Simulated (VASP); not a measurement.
# Hf (P6_3/mmc) in VASP: relaxation of cell and atoms with PBE

Aim: the relaxation of cell and atoms of Hf with PBE.

Everything below comes from runs of VASP 6.6.1. Logs are shortened: lines on timing, memory, paths and dates and some standing lists are left out, and cuts for length are marked.

**1. The cell of the first run**

The structure is hexagonal, space group P6_3/mmc (No. 194). The conventional cell has a = 3.199 Å, b = 3.199 Å, c = 5.183 Å, α = 90.00°, β = 90.00°, γ = 120.00°. Hf (site symmetry -6m2) has 12 Hf at 3.18 to 3.20 Å within 4.2 Å.

**2. Relaxation of cell and atoms, PBE, target pressure -1.7 GPa, at which the enthalpy is minimised**

INCAR

```
PREC = Accurate
ENCUT = 600
EDIFF = 1E-6
ISMEAR = -1
SIGMA = 0.1
LREAL = F
LASPH = T
NELM = 100
ALGO = Normal
ISIF = 3
LWAVE = F
LCHARG = F
GGA = PE
IBRION = 2
NSW = 60
EDIFFG = -0.005
PSTRESS = -17.0
```

KPOINTS

```
regular mesh
0
Gamma
  14 14 8
```

POSCAR

```
Hf
1.0
    3.1992633411      0.0000000000      0.0000000000
   -1.5996316705      2.7706433268      0.0000000000
    0.0000000000      0.0000000000      5.1828066125
Hf
2
Direct
    0.3333333333      0.6666666667      0.2500000000
    0.6666666667      0.3333333333      0.7500000000
```

Potentials or basis: VASP PAW PBE potentials, release 64 (Hf_pv).

On the command line:

```console
$ cat potpaw_PBE.64/Hf_pv/POTCAR > POTCAR
$ mpirun -np 1 vasp_std > vasp.out
```

OUTCAR:

```text
PREC = Accurate
   ENCUT = 600
   EDIFF = 1E-6
   ISMEAR = -1
   LREAL = F
   LASPH = T
   NELM = 100
   ISIF = 3
   GGA = PE
   IBRION = 2
   NSW = 60
   EDIFFG = -0.005
   PSTRESS = -17.0

 ion  position               nearest neighbor table
   1  0.333  0.667  0.250-   2 3.18   2 3.18   2 3.18   2 3.18   2 3.18   2 3.18
   2  0.667  0.333  0.750-   1 3.18   1 3.18   1 3.18   1 3.18   1 3.18   1 3.18

  LATTYP: Found a hexagonal cell.
 ALAT       =     3.1992633411
 C/A-ratio  =     1.6200000000

  Lattice vectors:

 A1 = (   3.1992633411,   0.0000000000,   0.0000000000)
 A2 = (  -1.5996316705,   2.7706433268,   0.0000000000)
 A3 = (   0.0000000000,   0.0000000000,   5.1828066125)

Analysis of symmetry for initial positions (statically):
=====================================================================
 Subroutine PRICEL returns:
 Original cell was already a primitive cell.

 Routine SETGRP: Setting up the symmetry group for a
 hexagonal supercell.

 Subroutine GETGRP returns: Found 24 space group operations
 (whereof 12 operations were pure point group operations)
 out of a pool of 24 trial point group operations.

The static configuration has the point symmetry D_3d.
 The point group associated with its full space group is D_6h.

Analysis of symmetry for dynamics (positions and initial velocities):
=====================================================================
 Subroutine PRICEL returns:
 Original cell was already a primitive cell.

 Routine SETGRP: Setting up the symmetry group for a
 hexagonal supercell.

 Subroutine GETGRP returns: Found 24 space group operations
 (whereof 12 operations were pure point group operations)
 out of a pool of 24 trial point group operations.

The dynamic configuration has the point symmetry D_3d.
 The point group associated with its full space group is D_6h.

 Subroutine INISYM returns: Found 24 space group operations
 (whereof 12 operations are pure point group operations),
 and found     1 'primitive' translations

----------------------------------------------------------------------------------------

                                     Primitive cell

  volume of cell :      45.9405

  direct lattice vectors                    reciprocal lattice vectors
     3.199263341  0.000000000  0.000000000     0.312571956  0.180463503  0.000000000
    -1.599631670  2.770643327  0.000000000     0.000000000  0.360927006  0.000000000
     0.000000000  0.000000000  5.182806613     0.000000000  0.000000000  0.192945652

  length of vectors
     3.199263341  3.199263341  5.182806613     0.360927006  0.360927006  0.192945652

  position of ions in fractional coordinates (direct lattice)
     0.333333333  0.666666667  0.250000000
     0.666666667  0.333333333  0.750000000

  ion indices of the primitive-cell ions
   primitive index   ion index
                 1           1
                 2           2

----------------------------------------------------------------------------------------

 KPOINTS: regular mesh

Automatic generation of k-mesh.
 Grid dimensions read from file:
 generate k-points for:   14   14    8

 Generating k-lattice:

  Cartesian coordinates                     Fractional coordinates (reciprocal lattice)
     0.022326568  0.012890250  0.000000000     0.071428571 -0.000000000  0.000000000
     0.000000000  0.025780500  0.000000000     0.000000000  0.071428571  0.000000000
     0.000000000  0.000000000  0.024118206     0.000000000  0.000000000  0.125000000

  Length of vectors
     0.025780500  0.025780500  0.024118206

  Shift w.r.t. Gamma in fractional coordinates (k-lattice)
     0.000000000  0.000000000  0.000000000

 Subroutine IBZKPT returns following result:
 ===========================================

 Found    120 irreducible k-points:

 Following reciprocal coordinates:
            Coordinates               Weight
  0.000000  0.000000  0.000000      1.000000
  0.071429  0.000000  0.000000      6.000000
  0.142857  0.000000  0.000000      6.000000
  0.214286  0.000000  0.000000      6.000000
  0.285714  0.000000  0.000000      6.000000
  0.357143  0.000000  0.000000      6.000000
[... 16 lines left out ...]
  0.285714  0.285714  0.000000      6.000000
  0.357143  0.285714  0.000000      6.000000
 [... further k-points ...]
   k-points           NKPTS =    120   k-points in BZ     NKDIM =    120   number of bands    NBANDS=     14
   number of dos      NEDOS =    301   number of ions     NIONS =      2
   total plane-waves  NPLWV =  32928
   dimension x,y,z NGX =    28 NGY =   28 NGZ =   42
   dimension x,y,z NGXF=    56 NGYF=   56 NGZF=   84
   ions per type =               2
   NGX,Y,Z   is equivalent  to a cutoff of  14.55, 14.55, 13.47 a.u.
   NGXF,Y,Z  is equivalent  to a cutoff of  29.10, 29.10, 26.94 a.u.
 SYSTEM =  unknown system
   PREC   = accura    normal or accurate (medium, high low for compatibility)
   ISTART =      0    job   : 0-new  1-cont  2-samecut
   ICHARG =      2    charge: 1-file 2-atom 10-const
   ISPIN  =      1    spin polarized calculation?
   LNONCOLLINEAR =      F non collinear calculations
   LSORBIT =      F    spin-orbit coupling
   LASPH  =      T    aspherical Exc in radial PAW
   ENCUT  =  600.0 eV  44.10 Ry    6.64 a.u.   6.39  6.39 10.35*2*pi/ulx,y,z
   NELM   =    100;   NELMIN=  2; NELMDL= -5     # of ELM steps
   EDIFF  = 0.1E-05   stopping-criterion for ELM
   LREAL  =      F    real-space projection
   EDIFFG = -.5E-02   stopping-criterion for IOM
   NSW    =     60    number of steps for IOM
   IBRION =      2    ionic relax: 0-MD 1-quasi-New 2-CG
   NFREE  =      1    steps in history (QN), initial steepest desc. (CG)
   ISIF   =      3    stress and relaxation
   ISYM   =      2    0-nonsym 1-usesym 2-fastsym
   POTIM  = 0.5000    time-step for ionic-motion
   TEBEG  =    0.0;   TEEND  =   0.0 temperature during run
   PSTRESS=  -17.0 pullay stress
   NELECT =      20.0000    total number of electrons
   NUPDOWN=      -1.0000    fix difference up-down
   EMIN   =  10.00;   EMAX   =-10.00  energy-range for DOS
   EFERMI =   0.00;   METHOD = LEGACY
   ISMEAR =    -1;   SIGMA  =   0.10  broadening in eV -4-tet -1-fermi 0-gaus
   EFERMI_NEDOS =   21; number of points for ismear=-14 and -15
   IALGO  =     38    algorithm
   IMIX   =      4    mixing-type and parameters
     AMIX     =   0.40;   BMIX     =  1.00
     AMIX_MAG =   1.60;   BMIX_MAG =  1.00
  volume/ion in A,a.u.               =      22.97       155.01
  Fermi-wavevector in a.u.,A,eV,Ry     =   1.240756  2.344688 20.945826  1.539475
  Thomas-Fermi vector in A             =   2.375183
   LORBIT       =      0    0 simple, 1 ext, 2 COOP (PROOUT), +10 PAW based schemes
   GGA     = PE    functional components
   LHFCALC =     F    Hartree Fock is set to
   AEXX    =    0.0000 exact exchange contribution
   IVDW    =     0    specifies the selected vdW correction
   LEPSILON=     F    determine dielectric tensor
   LRPA    =     F    only Hartree local field effects (RPA)
 conjugate gradient relaxation of ions
 non-spin polarized calculation
  energy-cutoff  :      600.00
  volume of cell :       45.94
 maximum number of plane-waves:      1558
 NGX is ok and might be reduce to    28
   NGX = 13   NGY = 13   NGZ = 21

--------------------------------------- Ionic step        1  -------------------------------------------

 number of electron      20.0000000 magnetization

 Free energy of the ion-electron system (eV)
  ---------------------------------------------------
  ext. energy  EPLUGINS =         0.00000000
  ---------------------------------------------------
  free energy    TOTEN  =       -19.86258952 eV

  energy without entropy =      -19.80357846  energy(sigma->0) =      -19.83308399

------------------------ aborting loop because EDIFF is reached ----------------------------------------

  FORCE on cell =-STRESS in cart. coord.  units (eV):
  Direction    XX          YY          ZZ          XY          YZ          ZX
  --------------------------------------------------------------------------------------
  -------------------------------------------------------------------------------------
  Total       -0.4084587     -0.4084587     -1.2287526     -0.0000000      0.0000000     -0.0000000
  in kB      -14.2450234    -14.2450234    -42.8528223     -0.0000000      0.0000000     -0.0000000
  external PRESSURE =      -6.7809564 kB  Pullay stress =     -17.0000000 kB

 VOLUME and BASIS-vectors are now :
 -----------------------------------------------------------------------------
  energy-cutoff  :      600.00
  volume of cell :       45.94
      direct lattice vectors                 reciprocal lattice vectors
     3.199263341  0.000000000  0.000000000     0.312571956  0.180463503  0.000000000
    -1.599631670  2.770643327  0.000000000     0.000000000  0.360927006  0.000000000
     0.000000000  0.000000000  5.182806613     0.000000000  0.000000000  0.192945652
[... 122 lines left out ...]
  FREE ENERGIE OF THE ION-ELECTRON SYSTEM (eV)
  ---------------------------------------------------
  free  energy   TOTEN  =       -19.8710347084 eV

  energy  without entropy=      -19.8145893990  energy(sigma->0) =      -19.84281205

  enthalpy is  TOTEN    =       -20.3570697812 eV   P V=       -0.4860350728

--------------------------------------- Ionic step        5  -------------------------------------------

 number of electron      20.0000002 magnetization

 Free energy of the ion-electron system (eV)
  ---------------------------------------------------
  ext. energy  EPLUGINS =         0.00000000
  ---------------------------------------------------
  free energy    TOTEN  =       -19.87307866 eV

  energy without entropy =      -19.81656824  energy(sigma->0) =      -19.84482345

 E-fermi :   4.7667     XC(G=0): -11.1928

 val. band max:        4.7654737321   @ k =   0.2857   0.2857   0.2500
 cond. band min:       4.7985247175   @ k =   0.4286   0.1429   0.3750
 fundamental gap:      0.0330509853
 Fermi energy:         4.7666725614

 k-point     1 :       0.0000    0.0000    0.0000
  band No.  band energies     occupation
      1     -26.3073      2.00000
      2     -25.6143      2.00000
      3     -25.6143      2.00000
      4     -25.4955      2.00000
      5     -25.4939      2.00000
      6     -25.4939      2.00000
      7      -2.5315      2.00000
      8       1.1341      2.00000
      9       5.3622      0.00517
     10       5.9548      0.00001
     11       5.9548      0.00001
     12       6.2336      0.00000
     13       6.7554      0.00000
     14       6.7554      0.00000

 k-point     2 :       0.0714    0.0000    0.0000
  band No.  band energies     occupation
      1     -26.2949      2.00000
      2     -25.6405      2.00000
      3     -25.6231      2.00000
      4     -25.5216      2.00000
      5     -25.5012      2.00000
      6     -25.4974      2.00000
      7      -2.3806      2.00000
      8       1.2836      2.00000
      9       5.1668      0.03592
     10       5.5605      0.00071
[... 362 lines left out ...]
 k-point    24 :       0.3571    0.2857    0.0000
  band No.  band energies     occupation
      1     -26.0533      2.00000
      2     -25.9226      2.00000
      3     -25.9196      2.00000
      4     -25.8583      2.00000
      5     -25.7927      2.00000
      6     -25.7716      2.00000
      7       2.7219      2.00000
      8       2.7473      2.00000
      9       3.1639      2.00000
     10       3.3199      2.00000
     11       5.1005      0.06859
     12       5.2373      0.01791
     13       6.7505      0.00000
     14       9.7314      0.00000

 [... further k-points ...]

------------------------ aborting loop because EDIFF is reached ----------------------------------------

  FORCE on cell =-STRESS in cart. coord.  units (eV):
  Direction    XX          YY          ZZ          XY          YZ          ZX
  --------------------------------------------------------------------------------------
  -------------------------------------------------------------------------------------
  Total       -0.4831417     -0.4831417     -0.4842497     -0.0000000      0.0000000     -0.0000000
  in kB      -16.9594934    -16.9594934    -16.9983859     -0.0000000      0.0000000     -0.0000000
  external PRESSURE =       0.0275425 kB  Pullay stress =     -17.0000000 kB

 VOLUME and BASIS-vectors are now :
 -----------------------------------------------------------------------------
  energy-cutoff  :      600.00
  volume of cell :       45.64
      direct lattice vectors                 reciprocal lattice vectors
     3.218298731 -0.000000000 -0.000000000     0.310723175  0.179396109  0.000000000
    -1.609149366  2.787128458 -0.000000000     0.000000000  0.358792217  0.000000000
     0.000000000 -0.000000000  5.088489784     0.000000000  0.000000000  0.196521963

 POSITION                                       TOTAL-FORCE (eV/Angst)
 -----------------------------------------------------------------------------------
     -0.00000      1.85809      1.27212        -0.000000      0.000000      0.000000
      1.60915      0.92904      3.81637         0.000000     -0.000000      0.000000
 -----------------------------------------------------------------------------------
    total drift:                               -0.000000      0.000000     -0.000000

  FREE ENERGIE OF THE ION-ELECTRON SYSTEM (eV)
  ---------------------------------------------------
  free  energy   TOTEN  =       -19.8730786602 eV

  energy  without entropy=      -19.8165682391  energy(sigma->0) =      -19.84482345

  enthalpy is  TOTEN    =       -20.3573743297 eV   P V=       -0.4842956696

 reached required accuracy - stopping structural energy minimisation
```

Run time: 1.9 min. Hardware: 1 thread of Intel Xeon 6975P-C (Granite Rapids), shared host; peak memory 0.24 GiB.

What came out:

```yaml
Free_energy: -19.8731 eV
Relaxed_volume: 22.82 Å³/atom
Relaxed_cell: a = 3.218 Å, b = 3.218 Å, c = 5.088 Å, α = 90.00°, β = 90.00°, γ = 120.00°
Space_group_after_relaxing_to_0.05_Å: P6_3/mmc (No. 194)
Energy_change_on_relaxing_the_enthalpy_is_what_falls: -5.2 meV/atom
Ionic_steps: 5
Pressure_after_relaxing: -1.7 GPa
Band_gap_on_the_k_mesh: zero (band 10 reaches 5.95 eV, above the bottom of band 11 at 4.41 eV)
```

The path:
```tsv
step	energy change (eV)	largest force (eV/Å)	pressure (GPa)	volume (Å³)
1	0.0000	0.0000	-2.38	45.94
2	-0.0131	0.0000	-0.89	45.29
3	-0.0126	0.0000	-1.03	45.35
4	-0.0084	0.0000	-2.05	45.81
5	-0.0105	0.0000	-1.70	45.64
```

Final structure:
```yaml
crystal:
  lattice:
    - [3.21830, 0.00000, 0.00000]
    - [-1.60915, 2.78713, 0.00000]
    - [0.00000, 0.00000, 5.08849]
  atoms:
    - { symbol: Hf, position: [0.33333, 0.66667, 0.25000] }
    - { symbol: Hf, position: [0.66667, 0.33333, 0.75000] }
```

Caveat: the cell is relaxed towards a set pressure, so the enthalpy falls and the energy may rise; spin-orbit coupling is left out, which moves the levels of the heavy elements.
